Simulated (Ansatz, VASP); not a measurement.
**One calculation of Ge, two programs**

```
CELL_PARAMETERS angstrom
4.05816 0.00000 0.00000
-2.02908 3.51447 0.00000
0.00000 0.00000 6.99369
ATOMIC_POSITIONS crystal
Ge 0.66667 0.33333 0.06478
Ge 0.33333 0.66667 0.56478
Ge 0.66667 0.33333 0.43522
Ge 0.33333 0.66667 0.93522
```

Change from the starting cell: strain along c alone, the other axes held, atoms relaxed: +4.5 %.

Alike in both runs: functional PBE; k mesh 12 × 12 × 8; occupations gaussian, width 0.1 eV; no spin polarisation.

Ansatz relaxed the structure, and its values are those at the end. VASP's run is a single point on that final structure, the one shown.

```csv
,VASP,Ansatz
version,VASP 6.6.1,Ansatz 0.2.0
potentials or method,"VASP PAW PBE potentials, release 64 (Ge_d), cutoff 520 eV","scalar-relativistic, plane waves, PAW"
valence electrons in the cell,56,56
```

```csv
,VASP,Ansatz,Ansatz less VASP
gap on the k mesh at the Fermi level (eV),none,none,-
pressure (GPa),-2.3,-2.3,+0.02
```

A gap of «none» marks a metal or a gap that the smearing closes. Ansatz's warnings: stress scf threshold loose.
